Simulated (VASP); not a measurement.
# Pt (Fmmm) in VASP: single point with r2SCAN

Aim: the single point of Pt with r2SCAN.

Program: VASP 6.6.1. These are calculated values, not measurements. Logs are shortened: lines on timing, memory, paths and dates and some standing lists are left out, and cuts for length are marked.

**1. The cell of the first run**

The structure is orthorhombic, space group Fmmm (No. 69). The conventional cell has a = 3.168 Å, b = 4.257 Å, c = 4.705 Å, α = 90.00°, β = 90.00°, γ = 90.00°. Within 3.5 Å of Pt (site symmetry mmm) lie 14 Pt at 2.65 to 3.17 Å.

**2. Single point, r2SCAN (strain -0.1000 x Voigt [0, 0, 0, 1, 0, 0])**

Contents of POSCAR:

```
Pt
1.0
   -1.5842200000      1.5050090000      1.5050090000
    1.5842200000     -1.6634310000      1.6634310000
    1.5842200000      1.6634310000     -1.6634310000
Pt
1
Direct
    0.0000000000      0.0000000000      0.0000000000
```

Contents of INCAR.step1:

```
SYSTEM = Pt
  PREC = Accurate
  ENCUT = 520
  ISMEAR = 0
  SIGMA = 0.15
  LREAL = .FALSE.
  LASPH = .TRUE.
  NELM = 100
  NBANDS = 11
  GGA = PE
  ALGO = Normal
  EDIFF = 1E-4
  LWAVE = .TRUE.
  LCHARG = .FALSE.
```

Contents of INCAR.step2:

```
SYSTEM = Pt
  PREC = Accurate
  ENCUT = 520
  EDIFF = 1E-6
  ISMEAR = 0
  SIGMA = 0.15
  LREAL = .FALSE.
  LASPH = .TRUE.
  NELM = 100
  ALGO = Normal
  ISIF = 2
  LWAVE = .FALSE.
  LCHARG = .FALSE.
  METAGGA = R2SCAN
  LMIXTAU = .TRUE.
  NBANDS = 11
  ISTART = 1
```

Contents of KPOINTS:

```
Automatic mesh
0
G
  22 22 22
  0 0 0
```

Potentials or basis: VASP PAW PBE potentials, release 64 (Pt).

Launch:

```sh
cat potpaw_PBE.64/Pt/POTCAR > POTCAR
cp INCAR.step1 INCAR
mpirun -np 1 vasp_std > vasp.out
cp INCAR.step2 INCAR
mpirun -np 1 vasp_std > vasp.out
```

OUTCAR:

```text
SYSTEM = Pt
   PREC = Accurate
   ENCUT = 520
   EDIFF = 1E-6
   ISMEAR = 0
   LREAL = .FALSE.
   LASPH = .TRUE.
   NELM = 100
   ISIF = 2
   METAGGA = R2SCAN
   ISTART = 1

 ion  position               nearest neighbor table
   1  0.000  0.000  0.000-

  LATTYP: Found a face centered orthorhombic cell.
 ALAT       =     3.1684400000
 B/A-ratio  =     1.3435028843
 C/A-ratio  =     1.4849242405

  Lattice vectors:

 A1 = (   0.0000000000,  -0.1584220000,   3.1684400000)
 A2 = (   1.5842200000,  -1.6634310000,   1.6634310000)
 A3 = (   1.5842200000,   1.5050090000,   1.5050090000)

Analysis of symmetry for initial positions (statically):
=====================================================================
 Subroutine PRICEL returns:
 Original cell was already a primitive cell.

 Routine SETGRP: Setting up the symmetry group for a
 face centered orthorhombic supercell.

 Subroutine GETGRP returns: Found  8 space group operations
 (whereof  8 operations were pure point group operations)
 out of a pool of  8 trial point group operations.

The static configuration has the point symmetry D_2h.

Analysis of symmetry for dynamics (positions and initial velocities):
=====================================================================
 Subroutine PRICEL returns:
 Original cell was already a primitive cell.

 Routine SETGRP: Setting up the symmetry group for a
 face centered orthorhombic supercell.

 Subroutine GETGRP returns: Found  8 space group operations
 (whereof  8 operations were pure point group operations)
 out of a pool of  8 trial point group operations.

The dynamic configuration has the point symmetry D_2h.

 Subroutine INISYM returns: Found  8 space group operations
 (whereof  8 operations are pure point group operations),
 and found     1 'primitive' translations

----------------------------------------------------------------------------------------

                                     Primitive cell

  volume of cell :      15.8642

  direct lattice vectors                    reciprocal lattice vectors
    -1.584220000  1.505009000  1.505009000     0.000000000  0.332223927  0.332223927
     1.584220000 -1.663431000  1.663431000     0.315612731  0.015820187  0.316403740
     1.584220000  1.663431000 -1.663431000     0.315612731  0.316403740  0.015820187

  length of vectors
     2.653272920  2.836152040  2.836152040     0.469835583  0.447183408  0.447183408

  position of ions in fractional coordinates (direct lattice)
     0.000000000  0.000000000  0.000000000

  ion indices of the primitive-cell ions
   primitive index   ion index
                 1           1

----------------------------------------------------------------------------------------

 KPOINTS: Automatic mesh

Automatic generation of k-mesh.
 Grid dimensions read from file:
 generate k-points for:   22   22   22

 Generating k-lattice:

  Cartesian coordinates                     Fractional coordinates (reciprocal lattice)
     0.000000000  0.015101088  0.015101088     0.045454545  0.000000000  0.000000000
     0.014346033  0.000719099  0.014381988     0.000000000  0.045454545 -0.000000000
     0.014346033  0.014381988  0.000719099    -0.000000000 -0.000000000  0.045454545

  Length of vectors
     0.021356163  0.020326519  0.020326519

  Shift w.r.t. Gamma in fractional coordinates (k-lattice)
     0.000000000  0.000000000  0.000000000

 Subroutine IBZKPT returns following result:
 ===========================================

 Found   1530 irreducible k-points:

 Following reciprocal coordinates:
            Coordinates               Weight
  0.000000  0.000000  0.000000      1.000000
  0.045455  0.000000  0.000000      2.000000
  0.090909  0.000000  0.000000      2.000000
  0.136364  0.000000  0.000000      2.000000
  0.181818  0.000000  0.000000      2.000000
  0.227273  0.000000  0.000000      2.000000
[... 16 lines left out ...]
  0.454545  0.045455  0.000000      8.000000
  0.000000  0.090909  0.000000      8.000000
 [... further k-points ...]
   k-points           NKPTS =   1530   k-points in BZ     NKDIM =   1530   number of bands    NBANDS=     11
   number of dos      NEDOS =    301   number of ions     NIONS =      1
   total plane-waves  NPLWV =  11520
   dimension x,y,z NGX =    20 NGY =   24 NGZ =   24
   dimension x,y,z NGXF=    40 NGYF=   48 NGZF=   48
   ions per type =               1
   NGX,Y,Z   is equivalent  to a cutoff of  12.53, 14.07, 14.07 a.u.
   NGXF,Y,Z  is equivalent  to a cutoff of  25.06, 28.14, 28.14 a.u.
 SYSTEM =  Pt
   PREC   = accura    normal or accurate (medium, high low for compatibility)
   ISTART =      1    job   : 0-new  1-cont  2-samecut
   ICHARG =      0    charge: 1-file 2-atom 10-const
   ISPIN  =      1    spin polarized calculation?
   LNONCOLLINEAR =      F non collinear calculations
   LSORBIT =      F    spin-orbit coupling
   LASPH  =      T    aspherical Exc in radial PAW
   ENCUT  =  520.0 eV  38.22 Ry    6.18 a.u.   4.93  5.27  5.27*2*pi/ulx,y,z
   NELM   =    100;   NELMIN=  2; NELMDL=  0     # of ELM steps
   EDIFF  = 0.1E-05   stopping-criterion for ELM
   LREAL  =      F    real-space projection
   EDIFFG = 0.1E-04   stopping-criterion for IOM
   NSW    =      0    number of steps for IOM
   IBRION =     -1    ionic relax: 0-MD 1-quasi-New 2-CG
   NFREE  =      0    steps in history (QN), initial steepest desc. (CG)
   ISIF   =      2    stress and relaxation
   ISYM   =      2    0-nonsym 1-usesym 2-fastsym
   POTIM  = 0.5000    time-step for ionic-motion
   TEBEG  =    0.0;   TEEND  =   0.0 temperature during run
   PSTRESS=    0.0 pullay stress
   NELECT =      10.0000    total number of electrons
   NUPDOWN=      -1.0000    fix difference up-down
   EMIN   =  10.00;   EMAX   =-10.00  energy-range for DOS
   EFERMI =   0.00;   METHOD = LEGACY
   ISMEAR =     0;   SIGMA  =   0.15  broadening in eV -4-tet -1-fermi 0-gaus
   EFERMI_NEDOS =   21; number of points for ismear=-14 and -15
   IALGO  =     38    algorithm
   IMIX   =      4    mixing-type and parameters
     AMIX     =   0.40;   BMIX     =  1.00
     AMIX_MAG =   1.60;   BMIX_MAG =  1.00
  volume/ion in A,a.u.               =      15.86       107.06
  Fermi-wavevector in a.u.,A,eV,Ry     =   1.403681  2.652572 26.807830  1.970320
  Thomas-Fermi vector in A             =   2.526318
   LORBIT       =      0    0 simple, 1 ext, 2 COOP (PROOUT), +10 PAW based schemes
   METAGGA = R2SCAN    functional components
   LHFCALC =     F    Hartree Fock is set to
   AEXX    =    0.0000 exact exchange contribution
   IVDW    =     0    specifies the selected vdW correction
   LEPSILON=     F    determine dielectric tensor
   LRPA    =     F    only Hartree local field effects (RPA)
 non-spin polarized calculation
 Gauss-broadening in eV      SIGMA  =   0.15
  energy-cutoff  :      520.00
  volume of cell :       15.86
 maximum number of plane-waves:       448
   NGX =  9   NGY = 11   NGZ = 11

 number of electron       9.9999999 magnetization

 Free energy of the ion-electron system (eV)
  ---------------------------------------------------
  ext. energy  EPLUGINS =         0.00000000
  ---------------------------------------------------
  free energy    TOTEN  =       -51.33524897 eV

  energy without entropy =      -51.32269019  energy(sigma->0) =      -51.32896958

 E-fermi :   9.8663     XC(G=0): -14.2296

 val. band max:        9.8662746409   @ k =  -0.4545  -0.4091   0.0455
 cond. band min:       9.8682497347   @ k =   0.0455   0.1818   0.1364
 fundamental gap:      0.0019750939
 Fermi energy:         9.8662976927

 k-point     1 :       0.0000    0.0000    0.0000
  band No.  band energies     occupation
      1       0.2020      2.00000
      2       5.5547      2.00000
      3       6.1492      2.00000
      4       7.0218      2.00000
      5       8.8378      2.00000
      6       8.9957      2.00000
      7      26.9674      0.00000
      8      28.0457      0.00000
      9      28.8119      0.00000
     10      37.1999      0.00000
     11      38.1015      0.00000

 k-point     2 :       0.0455    0.0000    0.0000
  band No.  band energies     occupation
      1       0.3023      2.00000
      2       5.6391      2.00000
      3       6.1746      2.00000
      4       6.9762      2.00000
      5       8.8250      2.00000
      6       8.9077      2.00000
      7      27.0719      0.00000
      8      28.1837      0.00000
      9      28.9192      0.00000
     10      35.8143      0.00000
     11      37.7284      0.00000

 k-point     3 :       0.0909    0.0000    0.0000
  band No.  band energies     occupation
      1       0.5979      2.00000
      2       5.8902      2.00000
      3       6.2462      2.00000
      4       6.8454      2.00000
      5       8.6687      2.00000
      6       8.7897      2.00000
      7      27.3500      0.00000
      8      28.5881      0.00000
      9      29.1806      0.00000
     10      34.1376      0.00000
     11      36.5356      0.00000

 k-point     4 :       0.1364    0.0000    0.0000
  band No.  band energies     occupation
      1       1.0708      2.00000
      2       6.3010      2.00000
      3       6.3488      2.00000
      4       6.6455      2.00000
      5       8.3491      2.00000
      6       8.7396      2.00000
      7      27.6582      0.00000
      8      29.2310      0.00000
      9      29.3812      0.00000
     10      32.7968      0.00000
     11      34.9648      0.00000

 k-point     5 :       0.1818    0.0000    0.0000
  band No.  band energies     occupation
      1       1.6827      2.00000
      2       6.3992      2.00000
      3       6.4557      2.00000
      4       6.8594      2.00000
      5       8.0563      2.00000
      6       8.6850      2.00000
      7      27.6571      0.00000
      8      29.0438      0.00000
      9      30.0688      0.00000
     10      32.1667      0.00000
     11      33.7844      0.00000
[... 211 lines left out ...]
 k-point    21 :       0.3636    0.0455    0.0000
  band No.  band energies     occupation
      1       3.4354      2.00000
      2       5.3367      2.00000
      3       7.8788      2.00000
      4       8.5517      2.00000
      5       9.0561      2.00000
      6      10.6960      0.00000
      7      20.7702      0.00000
      8      24.1675      0.00000
      9      27.2212      0.00000
     10      34.0064      0.00000
     11      34.4863      0.00000

 k-point    22 :       0.4091    0.0455    0.0000
  band No.  band energies     occupation
      1       3.3658      2.00000
      2       5.2131      2.00000
      3       8.1784      2.00000
      4       8.5412      2.00000
      5       9.9354      0.51482
      6      11.4778      0.00000
      7      19.0558      0.00000
      8      23.6835      0.00000
      9      26.1901      0.00000
     10      33.7870      0.00000
     11      34.8876      0.00000

 k-point    23 :       0.4545    0.0455    0.0000
  band No.  band energies     occupation
      1       3.3134      2.00000
      2       5.1498      2.00000
      3       8.3385      2.00000
      4       8.5031      2.00000
      5      10.5602      0.00000
      6      12.0327      0.00000
      7      17.9391      0.00000
      8      23.4359      0.00000
      9      25.6203      0.00000
     10      33.5324      0.00000
     11      35.1876      0.00000

 k-point    24 :       0.0000    0.0909    0.0000
  band No.  band energies     occupation
      1       0.5496      2.00000
      2       5.6124      2.00000
      3       6.2354      2.00000
      4       7.0324      2.00000
      5       8.7000      2.00000
      6       8.9590      2.00000
      7      27.3180      0.00000
      8      28.2249      0.00000
      9      29.0924      0.00000
     10      34.8625      0.00000
     11      35.3265      0.00000

 [... further k-points ...]
[... 5 lines left out ...]
  --------------------------------------------------------------------------------------
  -------------------------------------------------------------------------------------
  Total       -0.1482584     -0.3010261     -0.3010261      0.0000000      1.3746269      0.0000000
  in kB      -14.9730582    -30.4015254    -30.4015254      0.0000000    138.8276784      0.0000000
  external PRESSURE =     -25.2587030 kB  Pullay stress =       0.0000000 kB

 VOLUME and BASIS-vectors are now :
 -----------------------------------------------------------------------------
  energy-cutoff  :      520.00
  volume of cell :       15.86
      direct lattice vectors                 reciprocal lattice vectors
    -1.584220000  1.505009000  1.505009000     0.000000000  0.332223927  0.332223927
     1.584220000 -1.663431000  1.663431000     0.315612731  0.015820187  0.316403740
     1.584220000  1.663431000 -1.663431000     0.315612731  0.316403740  0.015820187

 POSITION                                       TOTAL-FORCE (eV/Angst)
 -----------------------------------------------------------------------------------
      0.00000      0.00000      0.00000         0.000000      0.000000      0.000000
 -----------------------------------------------------------------------------------
    total drift:                               -0.000000      0.000000      0.000000

  FREE ENERGIE OF THE ION-ELECTRON SYSTEM (eV)
  ---------------------------------------------------
  free  energy   TOTEN  =       -51.3352489708 eV

  energy  without entropy=      -51.3226901864  energy(sigma->0) =      -51.32896958
```

It took 5.6 min on 1 thread of Intel Xeon 6975P-C (Granite Rapids), shared host; peak memory 0.37 GiB.

Results:

```yaml
Free_energy: -51.3352 eV
Pressure: -2.5 GPa
Band_gap_on_the_k_mesh: zero (band 5 reaches 11.48 eV, above the bottom of band 6 at 8.60 eV)
```

Caveat: the cell differs from its parent crystal (strain -0.1000 x Voigt [0, 0, 0, 1, 0, 0]); the PAW data sets were made with another functional, which shifts forces and pressure a little; spin-orbit coupling is left out, which moves the levels of the heavy elements.
